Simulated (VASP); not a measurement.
Pd: single point with PBEsol

Crystal: Pd.

```
Pd
1.0
     0.00000    1.92019    1.92019
     1.92019    0.00000    1.92019
     1.92019    1.92019    0.00000
Pd
1
Direct
  0.00000 0.00000 0.00000
```

* Program: VASP 6.6.1
* Task: single point
* Functional: PBEsol
* Potentials or basis: VASP PAW PBE potentials, release 64 (Pd)
* Cutoff: 520 eV
* k mesh: 10 × 10 × 10
* Occupations: methfessel-paxton, width 0.15 eV
* Spin: no spin polarisation

The pressure is 5.4 GPa and the band gap on the k mesh is zero (band 5 reaches 10.66 eV, above the bottom of band 6 at 8.98 eV).

Levels at points of the mesh, in eV from the Fermi level:
```csv
k point,band 1,band 2,band 3,band 4,band 5,band 6,band 7,band 8,band 9,band 10
"(0.00, 0.00, 0.00)",-7.58,-3.06,-3.06,-3.06,-1.31,-1.31,17.12,22.12,22.12,22.12
"(0.50, 0.00, 0.00)",-5.69,-3.11,-3.11,-0.02,-0.02,0.81,7.59,16.48,21.39,21.39
"(0.50, 0.50, 0.00)",-5.80,-5.49,-0.05,0.31,0.31,3.23,11.13,13.32,13.32,22.07
```

Wall time 5.3 s on 1 thread of AMD EPYC 7R13 Processor (Zen 3), on a shared host, peak memory 0.1 GiB.

Caveat: the PAW data sets were made with another functional, which shifts forces and pressure a little.
